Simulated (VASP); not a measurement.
Crystal: La4ZrO.

```
CELL_PARAMETERS angstrom
5.99920 0.00000 0.00000
-2.99960 5.19546 0.00000
0.00000 0.00000 4.72591
ATOMIC_POSITIONS crystal
La 0.66667 0.33333 0.00000
La 0.00453 0.50227 0.50000
La 0.49773 0.50227 0.50000
La 0.49773 0.99547 0.50000
Zr 0.33333 0.66667 0.00000
O 0.00000 0.00000 0.00000
```

The cell was generated, and may not be a known phase.

```yaml
Program: VASP 6.6.1
Task: relaxation of cell and atoms
Functional: PBE
Potentials_or_basis: VASP PAW PBE potentials, release 64 (La, Zr_sv, O)
Cutoff: 600 eV
k_mesh: 3 × 3 × 4
Occupations: gaussian, width 0.1 eV
Spin: no spin polarisation
```

At the start: pressure 12.5 GPa; volume 24.55 Å³/atom.

**Question.** Where does the relaxation end?

**Answer.** Over 11 steps the energy falls by 246.3 meV/atom and the volume is 31.12 Å³/atom (+26.8 %); space group P-6m2 (No. 187, to 0.1 Å) before and after.

Step by step:
| step | energy change (eV) | largest force (eV/Å) | pressure (GPa) | volume (Å³) |
| --- | --- | --- | --- | --- |
| 1 | 0.0000 | 0.2366 | 12.52 | 147.30 |
| 2 | -1.4114 | 0.1270 | 0.00 | 191.95 |
| 3 | -1.4116 | 0.1246 | -0.27 | 194.04 |
| 4 | -1.4120 | 0.1258 | -0.14 | 193.02 |
| 5 | -1.4268 | 0.0646 | -0.16 | 192.34 |
| 6 | -1.4585 | 0.1462 | -0.20 | 190.20 |
| 7 | -1.3946 | 0.7355 | 0.31 | 185.47 |
| 8 | -1.4621 | 0.2137 | -0.19 | 189.51 |
| 9 | -1.4745 | 0.1418 | -0.01 | 187.02 |
| 10 | -1.4768 | 0.0895 | 0.13 | 185.40 |
| 11 | -1.4780 | 0.0226 | -0.09 | 186.72 |

Final structure:
```
La Zr O
1.0
     6.20391    0.00000    0.00000
    -3.10195    5.37274    0.00000
     0.00000    0.00000    5.60168
La Zr O
4 1 1
Direct
  0.66667 0.33333 0.00000
  0.00647 0.50323 0.50000
  0.49677 0.50323 0.50000
  0.49677 0.99353 0.50000
  0.33333 0.66667 0.00000
  0.00000 0.00000 0.00000
```

Caveat: the k points lie up to 0.39 Å⁻¹ apart in the final cell, too coarse for converged energies and pressures of a metal; the volume moved by over 15 % at a fixed basis, so the end points are rough.
